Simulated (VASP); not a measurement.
# Te2Mo (P1) in VASP: a series of runs

The runs below take Te2Mo through single point, with PBEsol.

Program: VASP 6.6.1. These are calculated values, not measurements. Logs are shortened: lines on timing, memory, paths and dates and some standing lists are left out, and cuts for length are marked.

## (1) The cell of the first run

The typed cell holds 6 atoms: a = 3.494 Å, b = 3.494 Å, c = 14.009 Å, α = 90.00°, β = 90.00°, γ = 120.00°.

## (2) Single point, PBEsol (atoms moved at random)

Contents of INCAR:

```
PREC = Accurate ; ENCUT = 520
EDIFF = 1E-6 ; ISMEAR = 0
SIGMA = 0.05 ; LREAL = False
LASPH = True ; NELM = 80
ALGO = Normal ; ISIF = 2
LWAVE = False ; LCHARG = True
GGA = PS ; LELF = True
LVHAR = True ; NBANDS = 35
```

Contents of KPOINTS:

```
Automatic mesh
0
Gamma
  12 12 2
```

Contents of POSCAR:

```
Te2Mo
1.0
    3.4939942427      0.0000000000      0.0000000000
   -1.7469971213      3.0258877748      0.0000000000
    0.0000000000      0.0000000000     14.0085389608
Te Mo
4 2
Direct
    0.2130250393      0.6319169910      0.6237689491
    0.6967858373      0.2769751270      0.1181796214
    0.3971311986      0.7365893276      0.8612375351
    0.6784097277      0.3115676003      0.4059650396
    0.2840314778      0.6733483338      0.2260510966
    0.7306167192      0.3696026203      0.7647977583
```

Potentials or basis: VASP PAW PBE potentials, release 64 (Te, Mo_sv).

Launch:

```bash
cat potpaw_PBE.64/Te/POTCAR potpaw_PBE.64/Mo_sv/POTCAR > POTCAR
mpirun -np 1 vasp_std > vasp.out
```

OUTCAR:

```text
PREC = Accurate
   ENCUT = 520
   EDIFF = 1E-6
   ISMEAR = 0
   LREAL = False
   LASPH = True
   NELM = 80
   ISIF = 2
   GGA = PS

 ion  position               nearest neighbor table
   1  0.213  0.632  0.624-   6 2.46   6 3.03   6 3.11   3 3.37   4 3.46
   2  0.697  0.277  0.118-   5 2.36   5 2.40   5 2.88
   3  0.397  0.737  0.861-   6 2.34   6 2.43   6 2.51   1 3.37
   4  0.678  0.312  0.406-   5 3.12   5 3.19   5 3.40   1 3.46
   5  0.284  0.673  0.226-   2 2.36   2 2.40   2 2.88   4 3.12   4 3.19   4 3.40
   6  0.731  0.370  0.765-   3 2.34   3 2.43   1 2.46   3 2.51   1 3.03   1 3.11

  LATTYP: Found a hexagonal cell.
 ALAT       =     3.4939942427
 C/A-ratio  =     4.0093194172

  Lattice vectors:

 A1 = (   3.4939942427,   0.0000000000,   0.0000000000)
 A2 = (  -1.7469971213,   3.0258877748,   0.0000000000)
 A3 = (   0.0000000000,   0.0000000000,  14.0085389608)

Analysis of symmetry for initial positions (statically):
=====================================================================
 Subroutine PRICEL returns:
 Original cell was already a primitive cell.

 Routine SETGRP: Setting up the symmetry group for a
 hexagonal supercell.

 Subroutine GETGRP returns: Found  1 space group operations
 (whereof  1 operations were pure point group operations)
 out of a pool of 24 trial point group operations.

The static configuration has the point symmetry C_1 .

Analysis of symmetry for dynamics (positions and initial velocities):
=====================================================================
 Subroutine PRICEL returns:
 Original cell was already a primitive cell.

 Routine SETGRP: Setting up the symmetry group for a
 hexagonal supercell.

 Subroutine GETGRP returns: Found  1 space group operations
 (whereof  1 operations were pure point group operations)
 out of a pool of 24 trial point group operations.

The dynamic configuration has the point symmetry C_1 .

 Subroutine INISYM returns: Found  1 space group operations
 (whereof  1 operations are pure point group operations),
 and found     1 'primitive' translations

----------------------------------------------------------------------------------------

                                     Primitive cell

  volume of cell :     148.1044

  direct lattice vectors                    reciprocal lattice vectors
     3.493994243  0.000000000  0.000000000     0.286205394  0.165240761  0.000000000
    -1.746997121  3.025887775  0.000000000     0.000000000  0.330481523  0.000000000
     0.000000000  0.000000000 14.008538961     0.000000000  0.000000000  0.071385032

  length of vectors
     3.493994243  3.493994243 14.008538961     0.330481523  0.330481523  0.071385032

  position of ions in fractional coordinates (direct lattice)
     0.213025039  0.631916991  0.623768949
     0.696785837  0.276975127  0.118179621
     0.397131199  0.736589328  0.861237535
     0.678409728  0.311567600  0.405965040
     0.284031478  0.673348334  0.226051097
     0.730616719  0.369602620  0.764797758

  ion indices of the primitive-cell ions
   primitive index   ion index
                 1           1
                 2           2
                 3           3
                 4           4
                 5           5
                 6           6

----------------------------------------------------------------------------------------

 KPOINTS: Automatic mesh

Automatic generation of k-mesh.
 Grid dimensions read from file:
 generate k-points for:   12   12    2

 Generating k-lattice:

  Cartesian coordinates                     Fractional coordinates (reciprocal lattice)
     0.023850450  0.013770063  0.000000000     0.083333333  0.000000000  0.000000000
     0.000000000  0.027540127  0.000000000     0.000000000  0.083333333  0.000000000
     0.000000000  0.000000000  0.035692516     0.000000000  0.000000000  0.500000000

  Length of vectors
     0.027540127  0.027540127  0.035692516

  Shift w.r.t. Gamma in fractional coordinates (k-lattice)
     0.000000000  0.000000000  0.000000000

 Subroutine IBZKPT returns following result:
 ===========================================

 Found    148 irreducible k-points:

 Following reciprocal coordinates:
            Coordinates               Weight
  0.000000  0.000000  0.000000      1.000000
  0.083333  0.000000  0.000000      2.000000
  0.000000  0.083333  0.000000      2.000000
 -0.083333  0.083333  0.000000      2.000000
  0.166667  0.000000  0.000000      2.000000
  0.000000  0.166667  0.000000      2.000000
[... 16 lines left out ...]
  0.166667  0.083333  0.000000      2.000000
 -0.083333  0.250000  0.000000      2.000000
 [... further k-points ...]
   k-points           NKPTS =    148   k-points in BZ     NKDIM =    148   number of bands    NBANDS=     35
   number of dos      NEDOS =    301   number of ions     NIONS =      6
   total plane-waves  NPLWV =  84672
   dimension x,y,z NGX =    28 NGY =   28 NGZ =  108
   dimension x,y,z NGXF=    56 NGYF=   56 NGZF=  216
   ions per type =               4   2
   NGX,Y,Z   is equivalent  to a cutoff of  13.32, 13.32, 12.82 a.u.
   NGXF,Y,Z  is equivalent  to a cutoff of  26.65, 26.65, 25.63 a.u.
 SYSTEM =  unknown system
   PREC   = accura    normal or accurate (medium, high low for compatibility)
   ISTART =      0    job   : 0-new  1-cont  2-samecut
   ICHARG =      2    charge: 1-file 2-atom 10-const
   ISPIN  =      1    spin polarized calculation?
   LNONCOLLINEAR =      F non collinear calculations
   LSORBIT =      F    spin-orbit coupling
   LASPH  =      T    aspherical Exc in radial PAW
   ENCUT  =  520.0 eV  38.22 Ry    6.18 a.u.   6.50  6.50 26.05*2*pi/ulx,y,z
   NELM   =     80;   NELMIN=  2; NELMDL= -5     # of ELM steps
   EDIFF  = 0.1E-05   stopping-criterion for ELM
   LREAL  =      F    real-space projection
   EDIFFG = 0.1E-04   stopping-criterion for IOM
   NSW    =      0    number of steps for IOM
   IBRION =     -1    ionic relax: 0-MD 1-quasi-New 2-CG
   NFREE  =      0    steps in history (QN), initial steepest desc. (CG)
   ISIF   =      2    stress and relaxation
   ISYM   =      2    0-nonsym 1-usesym 2-fastsym
   POTIM  = 0.5000    time-step for ionic-motion
   TEBEG  =    0.0;   TEEND  =   0.0 temperature during run
   PSTRESS=    0.0 pullay stress
   NELECT =      52.0000    total number of electrons
   NUPDOWN=      -1.0000    fix difference up-down
   EMIN   =  10.00;   EMAX   =-10.00  energy-range for DOS
   EFERMI =   0.00;   METHOD = LEGACY
   ISMEAR =     0;   SIGMA  =   0.05  broadening in eV -4-tet -1-fermi 0-gaus
   EFERMI_NEDOS =   21; number of points for ismear=-14 and -15
   IALGO  =     38    algorithm
   IMIX   =      4    mixing-type and parameters
     AMIX     =   0.40;   BMIX     =  1.00
     AMIX_MAG =   1.60;   BMIX_MAG =  1.00
  volume/ion in A,a.u.               =      24.68       166.58
  Fermi-wavevector in a.u.,A,eV,Ry     =   1.154924  2.182490 18.148117  1.333849
  Thomas-Fermi vector in A             =   2.291556
   LORBIT       =      0    0 simple, 1 ext, 2 COOP (PROOUT), +10 PAW based schemes
   GGA     = PS    functional components
   LHFCALC =     F    Hartree Fock is set to
   AEXX    =    0.0000 exact exchange contribution
   IVDW    =     0    specifies the selected vdW correction
   LEPSILON=     F    determine dielectric tensor
   LRPA    =     F    only Hartree local field effects (RPA)
 non-spin polarized calculation
 Gauss-broadening in eV      SIGMA  =   0.05
  energy-cutoff  :      520.00
  volume of cell :      148.10
 maximum number of plane-waves:      4038
 NGX is ok and might be reduce to    28
   NGX = 13   NGY = 13   NGZ = 53

 number of electron      52.0000000 magnetization

 Free energy of the ion-electron system (eV)
  ---------------------------------------------------
  ext. energy  EPLUGINS =         0.00000000
  ---------------------------------------------------
  free energy    TOTEN  =       -34.07735567 eV

  energy without entropy =      -34.07110737  energy(sigma->0) =      -34.07423152

 E-fermi :   8.5545     XC(G=0): -10.6081

 val. band max:        8.5515263408   @ k =  -0.1667   0.4167   0.5000
 cond. band min:       8.5640812564   @ k =   0.2500   0.3333   0.5000
 fundamental gap:      0.0125549156
 Fermi energy:         8.5545043039

 k-point     1 :       0.0000    0.0000    0.0000
  band No.  band energies     occupation
      1     -52.3890      2.00000
      2     -52.2464      2.00000
      3     -26.7899      2.00000
      4     -26.6006      2.00000
      5     -26.5171      2.00000
      6     -26.5164      2.00000
[... 27 lines left out ...]
     34      13.0815      0.00000
     35      13.2697      0.00000

 k-point     2 :       0.0833    0.0000    0.0000
  band No.  band energies     occupation
      1     -52.3880      2.00000
      2     -52.2455      2.00000
      3     -26.7900      2.00000
      4     -26.6085      2.00000
      5     -26.5216      2.00000
      6     -26.5172      2.00000
[... 27 lines left out ...]
     34      12.8348      0.00000
     35      13.3931      0.00000

 k-point     3 :       0.0000    0.0833    0.0000
  band No.  band energies     occupation
      1     -52.3879      2.00000
      2     -52.2455      2.00000
      3     -26.7898      2.00000
      4     -26.6086      2.00000
      5     -26.5218      2.00000
      6     -26.5167      2.00000
[... 27 lines left out ...]
     34      12.8430      0.00000
     35      13.4189      0.00000
[... 723 lines left out ...]
 k-point    23 :       0.1667    0.0833    0.0000
  band No.  band energies     occupation
      1     -52.3825      2.00000
      2     -52.2406      2.00000
      3     -26.8012      2.00000
      4     -26.6475      2.00000
      5     -26.5494      2.00000
      6     -26.5357      2.00000
[... 27 lines left out ...]
     34      12.5429      0.00000
     35      13.7214      0.00000

 k-point    24 :      -0.0833    0.2500    0.0000
  band No.  band energies     occupation
      1     -52.3827      2.00000
      2     -52.2413      2.00000
      3     -26.7899      2.00000
      4     -26.6363      2.00000
      5     -26.5562      2.00000
      6     -26.5242      2.00000
[... 27 lines left out ...]
     34      12.5131      0.00000
     35      13.7444      0.00000

 [... further k-points ...]
[... 5 lines left out ...]
  --------------------------------------------------------------------------------------
  -------------------------------------------------------------------------------------
  Total        6.1766482     14.2138254     15.2012962      5.8033714     -6.1743842      0.3585104
  in kB       66.8183280    153.7636622    164.4460177     62.7802594    -66.7938362      3.8783272
  external PRESSURE =     128.3426693 kB  Pullay stress =       0.0000000 kB

 VOLUME and BASIS-vectors are now :
 -----------------------------------------------------------------------------
  energy-cutoff  :      520.00
  volume of cell :      148.10
      direct lattice vectors                 reciprocal lattice vectors
     3.493994243  0.000000000  0.000000000     0.286205394  0.165240761  0.000000000
    -1.746997121  3.025887775  0.000000000     0.000000000  0.330481523  0.000000000
     0.000000000  0.000000000 14.008538961     0.000000000  0.000000000  0.071385032

 POSITION                                       TOTAL-FORCE (eV/Angst)
 -----------------------------------------------------------------------------------
     -0.35965      1.91211      8.73809         2.496289      1.222895     -1.662762
      1.95069      0.83810      1.65552        -2.866168      0.953529     -5.141037
      0.10075      2.22884     12.06468         0.929905     -2.112706      7.436660
      1.82605      0.94277      5.68698        -0.301834      0.132985     -2.041332
     -0.18393      2.03748      3.16665         3.107651     -1.084692      7.082963
      1.90708      1.11838     10.71370        -3.365843      0.887989     -5.674492
 -----------------------------------------------------------------------------------
    total drift:                               -0.000061      0.000016     -0.000177

  FREE ENERGIE OF THE ION-ELECTRON SYSTEM (eV)
  ---------------------------------------------------
  free  energy   TOTEN  =       -34.0773556686 eV

  energy  without entropy=      -34.0711073666  energy(sigma->0) =      -34.07423152
```

Run time: 8.3 min. Hardware: 1 thread of Intel Xeon 6975P-C (Granite Rapids), shared host; peak memory 0.72 GiB.

Results:

```
Free energy            : -34.0774 eV
Pressure               : 12.8 GPa
Largest force          : 7.810 eV/Å
Band gap on the k mesh : zero (band 26 reaches 9.47 eV, above the bottom of band 27 at 8.42 eV)
```

Forces in eV/Å, atoms in the order of the input:
```
Te   2.496  1.223 -1.663
Te  -2.866  0.954 -5.141
Te   0.930 -2.113  7.437
Te  -0.302  0.133 -2.041
Mo   3.108 -1.085  7.083
Mo  -3.366  0.888 -5.674
```

Caveat: the cell differs from its parent crystal (atoms moved at random); the PAW data sets were made with another functional, which shifts forces and pressure a little; spin-orbit coupling is left out, which moves the levels of the heavy elements.

## (3) Single point, PBEsol (atoms moved at random)

Contents of INCAR:

```
SYSTEM = Te2Mo
PREC = Accurate ; ENCUT = 520
EDIFF = 1E-6 ; ISMEAR = 0
SIGMA = 0.05 ; LREAL = .False.
LASPH = .True. ; NELM = 80
ALGO = Normal ; ISIF = 2
LWAVE = .False. ; LCHARG = .True.
GGA = PS ; LELF = .True.
LVHAR = .True. ; NBANDS = 35
```

Contents of KPOINTS:

```
regular mesh
0
Gamma
  12 12 2
  0 0 0
```

Contents of POSCAR:

```
Te2Mo
1.0
    3.4939942427      0.0000000000      0.0000000000
   -1.7469971213      3.0258877748      0.0000000000
    0.0000000000      0.0000000000     14.0085389608
Te Mo
4 2
Direct
    0.2534853872      0.6756554969      0.6234085250
    0.6887071335      0.3014029190      0.1167438015
    0.3191041688      0.7124646174      0.8838551223
    0.7251223335      0.3062230046      0.3882552503
    0.3468890513      0.6763734934      0.2506426721
    0.6666919258      0.3278804687      0.7370946287
```

Potentials or basis: VASP PAW PBE potentials, release 64 (Te, Mo_sv).

Launch:

```bash
cat potpaw_PBE.64/Te/POTCAR potpaw_PBE.64/Mo_sv/POTCAR > POTCAR
mpirun -np 1 vasp_std > vasp.out
```

It took 8.2 min on 1 thread of Intel Xeon 6975P-C (Granite Rapids), shared host; peak memory 0.71 GiB.

Results (log left out):

```yaml
Free_energy: -37.9000 eV
Pressure: 0.3 GPa
Largest_force: 6.544 eV/Å
Band_gap_on_the_k_mesh: zero (band 26 reaches 8.66 eV, above the bottom of band 27 at 8.59 eV)
```

Forces in eV/Å, atoms in the order of the input:
```
Te   3.170  0.311 -3.861
Te  -0.618  0.795  0.755
Te   0.565 -0.666 -1.544
Te  -1.057  0.468 -0.990
Mo   1.564 -1.247  0.202
Mo  -3.624  0.340  5.438
```

Stress tensor (GPa, compression positive):
```
-0.65  3.86 -4.83
 3.86  1.72 -2.34
-4.83 -2.34 -0.07
```

Levels at points of the mesh, in eV from the Fermi level:
```tsv
k point	band 22	band 23	band 24	band 25	band 26	band 27	band 28	band 29	band 30	band 31
(0.00, 0.00, 0.00)	-1.58	-0.98	-0.75	-0.62	0.01	1.82	2.05	2.09	2.54	2.89
(0.50, 0.00, 0.00)	-2.28	-1.86	-1.64	-0.53	-0.23	0.62	0.95	1.07	1.36	1.73
(0.00, 0.50, 0.00)	-2.32	-1.67	-1.62	-0.50	-0.23	0.65	0.96	1.08	1.35	1.81
(0.50, 0.50, 0.00)	-1.96	-1.29	-0.95	-0.81	-0.53	0.80	0.89	1.14	1.43	1.67
(0.00, 0.00, 0.50)	-1.58	-0.89	-0.77	-0.62	-0.02	1.82	2.05	2.13	2.46	2.89
(0.50, 0.00, 0.50)	-2.33	-1.82	-1.59	-0.46	-0.30	0.62	0.99	1.07	1.27	1.93
(0.00, 0.50, 0.50)	-2.33	-1.70	-1.56	-0.41	-0.32	0.66	0.98	1.12	1.27	2.02
(0.50, 0.50, 0.50)	-2.12	-1.20	-0.95	-0.77	-0.64	0.86	1.11	1.14	1.23	1.86
```

Caveat: the cell differs from its parent crystal (atoms moved at random); the PAW data sets were made with another functional, which shifts forces and pressure a little; spin-orbit coupling is left out, which moves the levels of the heavy elements.
